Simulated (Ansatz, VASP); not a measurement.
**B5P in VASP and in Ansatz**

```xyz
12
Lattice="4.2445 -2.9647 -0.0667 4.2445 2.9647 -0.0667 -2.9060 0.0000 4.1977" Properties=species:S:1:pos:R:3 pbc="T T T"
B     2.1302   -1.4871    3.8244
B     2.1302    1.4871    3.8244
B     3.4529    1.4871    0.2398
B     3.4529   -1.4871    0.2398
B    -1.9088    0.0000    2.8144
B     7.4918    0.0000    1.2498
B     0.8605    1.9575    2.7461
B     4.7225   -1.9575    1.3181
B     0.8605   -1.9575    2.7461
B     4.7225    1.9575    1.3181
P     2.1636    0.0000    0.3905
P     3.4194    0.0000    3.6737
```

Alike in both runs: functional PBE; k mesh 4 × 4 × 4; occupations gaussian, width 0.2 eV; no spin polarisation.

Ansatz relaxed the structure, and its values are those at the end. VASP's run is a single point on that final structure, the one shown.

```csv
,VASP,Ansatz
version,VASP 6.6.1,Ansatz 0.2.0
potentials or method,"VASP PAW PBE potentials, release 64 (B, P), cutoff 500 eV","scalar-relativistic, plane waves, PAW"
valence electrons in the cell,40,40
```

Ansatz gave:

- gap on the k mesh at the Fermi level (eV): none
- pressure (GPa): -0.1
- rms of the force components (eV/Å): 0.035

**Question.** What did VASP give for the same quantities?

**Answer.** gap on the k mesh at the Fermi level (eV): none; pressure (GPa): -0.1; rms of the force components (eV/Å): 0.038.

A gap of «none» marks a metal or a gap that the smearing closes.

The k mesh is coarse, so the values compare programs but aren't converged.
